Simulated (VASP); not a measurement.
Crystal: Si.

```xyz
2
Lattice="-2.0209 2.0209 2.6715 2.0209 -2.0209 2.6715 2.0209 2.0209 -2.6715" Properties=species:S:1:pos:R:3 pbc="T T T"
Si    0.0000    0.0000    3.9411
Si    0.0000    0.0000    1.4018
```

| Item | Value |
| --- | --- |
| Program | VASP 6.6.1 |
| Task | relaxation of cell and atoms |
| Functional | PBE |
| Potentials or basis | VASP PAW PBE potentials, release 64 (Si) |
| Cutoff | 600 eV |
| k mesh | 6 × 6 × 6 |
| Occupations | gaussian, width 0.1 eV |
| Spin | no spin polarisation |

At the start: pressure -14.3 GPa; volume 21.82 Å³/atom.

How do energy, volume and symmetry change on relaxing?

Over 9 steps the energy falls by 354.5 meV/atom and the volume is 16.30 Å³/atom (-25.3 %); space group Pm-3m (No. 221, to 0.05 Å).

Step by step:
```csv
step,energy change (eV),largest force (eV/Å),pressure (GPa),volume (Å³)
1,0.0000,0.3930,-14.28,43.64
2,-0.6543,0.6685,0.99,32.47
3,-0.6544,0.6664,0.66,32.58
4,-0.7024,0.1283,0.62,32.33
5,-0.7069,0.0849,1.20,32.18
6,-0.7074,0.0512,1.08,32.20
7,-0.7074,0.0338,1.02,32.22
8,-0.7088,0.0127,-0.49,32.73
9,-0.7089,0.0176,-0.12,32.60
```

Final structure:
```xyz
2
Lattice="-1.7960 1.7960 2.5269 1.7960 -1.7960 2.5269 1.7960 1.7960 -2.5269" Properties=species:S:1:pos:R:3 pbc="T T T"
Si    0.0000    0.0000    3.7921
Si    0.0000    0.0000    1.2617
```

Caveat: the k points lie up to 0.41 Å⁻¹ apart in the final cell; the volume moved by over 15 % at a fixed basis, so the end points are rough.
